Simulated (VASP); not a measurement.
## Sn3Se: single point with PBEsol

Crystal: Sn3Se.

```
Sn Se
1.0
     0.00000    3.65819    3.38382
     3.65819    0.00000    3.38382
     3.65819    3.65819    0.00000
Sn Se
3 1
Direct
  0.25000 0.25000 0.25000
  0.75000 0.75000 0.75000
  0.50000 0.50000 0.50000
  0.00000 0.00000 0.00000
```

This cell differs from its parent crystal: strain -0.0750 x Voigt [0, 0, 1, 0, 0, 0].

```yaml
Program: VASP 6.6.1
Task: single point
Functional: PBEsol
Potentials_or_basis: VASP PAW PBE potentials, release 64 (Sn_d, Se)
Cutoff: 520 eV
k_mesh: 12 × 12 × 12
Occupations: gaussian, width 0.15 eV
Spin: no spin polarisation
```

```
Pressure               : 6.0 GPa
Band gap on the k mesh : zero (bands 24 and 25 overlap by 2.74 eV)
```

Stress tensor (GPa, compression positive):
```
6.03 0.00 0.00
0.00 6.03 0.00
0.00 0.00 5.92
```

Levels at points of the mesh, in eV from the Fermi level:
```
           k point  band 21  band 22  band 23  band 24  band 25  band 26  band 27  band 28
(0.00, 0.00, 0.00)    -3.37    -2.33    -2.04    -1.54    -1.54    -1.11    -1.11     0.16
(0.50, 0.00, 0.00)    -3.64    -2.84    -2.41    -0.71     0.65     2.04     2.62     3.24
(0.50, 0.50, 0.00)    -5.81    -0.15     0.43     0.43     0.79     2.76     2.76     4.01
(0.50, 0.00, 0.50)    -5.55    -0.19     0.02     1.17     1.51     2.28     3.73     4.00
```

Run time: 7.7 min on 1 thread of Intel(R) Xeon(R) Platinum 8259CL CPU @ 2.50GHz (Skylake/Cascade Lake), on a shared host, peak memory 0.52 GiB.

Caveat: the cell differs from its parent crystal (strain -0.0750 x Voigt [0, 0, 1, 0, 0, 0]); the cell stands under pressure; the PAW data sets were made with another functional, which shifts forces and pressure a little; spin-orbit coupling is left out, which moves the levels of the heavy elements.
